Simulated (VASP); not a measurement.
Write the native input for VASP 6.6.1 that does the following.

```yaml
Task: single point
Functional: PBE
Potentials_or_basis: VASP PAW PBE potentials, release 64 (W_sv, C)
Cutoff: 520 eV
k_mesh: 2 × 2 × 2
Occupations: fermi-dirac, width 0.002 eV
Spin: no spin polarisation
Dipole_correction: no
Further_INCAR_settings: LREAL = Auto; ALGO = Normal; EDIFF = 1e-06; NBANDS = 86
```

The structure of WC lies in POSCAR:

```
WC
1.0
   -2.8848030000     -4.9441880000      0.0237880000
    4.4449790000     -2.5400910000     -0.0362710000
   -0.0472640000      0.0003340000      5.6779590000
W C
8 8
Direct
    0.7360200448      0.4463132489     -0.0067665541
    0.7144021857      0.4651495549      0.4817712210
    0.5087086270     -0.0580516516     -0.0161337467
    0.4709623733     -0.0522667385      0.4917437728
    0.2227614674      0.4330988662     -0.0445917487
    0.2457629324      0.4312296203      0.4808937368
   -0.0130832263     -0.0785047422      0.0146115494
   -0.0069427793     -0.1009823055      0.5070312106
    0.4917482406      0.6198552230      0.2527642524
    0.4670750399      0.6133049874      0.7703180675
    0.2383242511      0.0882045472      0.2020321052
    0.2125043663      0.0801112045      0.7523567288
   -0.0290947483      0.5877079811      0.2450544046
    0.0080416799      0.6182389679      0.7269923665
    0.7137262806      0.1056618644      0.2624630331
    0.7356417419      0.1242465794      0.7445821821
```

These files were run (other wordings do the same):

INCAR

```
SYSTEM = WC
PREC     = Accurate       ! precision mode
ENCUT    = 520            ! plane-wave cutoff, eV
EDIFF    = 1E-6           ! SCF threshold, eV
ISMEAR   = -1             ! smearing method
SIGMA    = 0.002          ! smearing width, eV
LREAL    = Auto         
LASPH    = .TRUE.         ! aspherical terms in the spheres
NELM     = 100            ! most SCF steps
ALGO     = Normal         ! electronic algorithm
ISIF     = 2              ! what is computed and relaxed
LWAVE    = .FALSE.        ! write WAVECAR
LCHARG   = .FALSE.        ! write CHGCAR
GGA      = PE             ! functional
NBANDS   = 86             ! bands
```

KPOINTS

```
regular mesh
0
G
  2 2 2
  0 0 0
```

Potentials or basis: VASP PAW PBE potentials, release 64 (W_sv, C).

Run with:

```sh
$ cat potpaw_PBE.64/W_sv/POTCAR potpaw_PBE.64/C/POTCAR > POTCAR
$ mpirun -np 1 vasp_std > vasp.out
```

Results of the run:

| Property | Result |
| --- | --- |
| Pressure | 18.3 GPa |
| Largest force | 7.597 eV/Å |
| Band gap on the k mesh | zero (band 72 reaches 11.66 eV, above the bottom of band 73 at 11.44 eV) |

Caveat: the k points lie up to 0.61 Å⁻¹ apart; spin-orbit coupling is left out, which moves the levels of the heavy elements; forces of over 1 eV/Å act on the atoms, so gaps and moduli don't describe the material at rest.

It took 3.6 min on 1 thread of Intel(R) Xeon(R) Platinum 8259CL CPU @ 2.50GHz (Skylake/Cascade Lake) (shared host), peak memory 0.31 GiB.
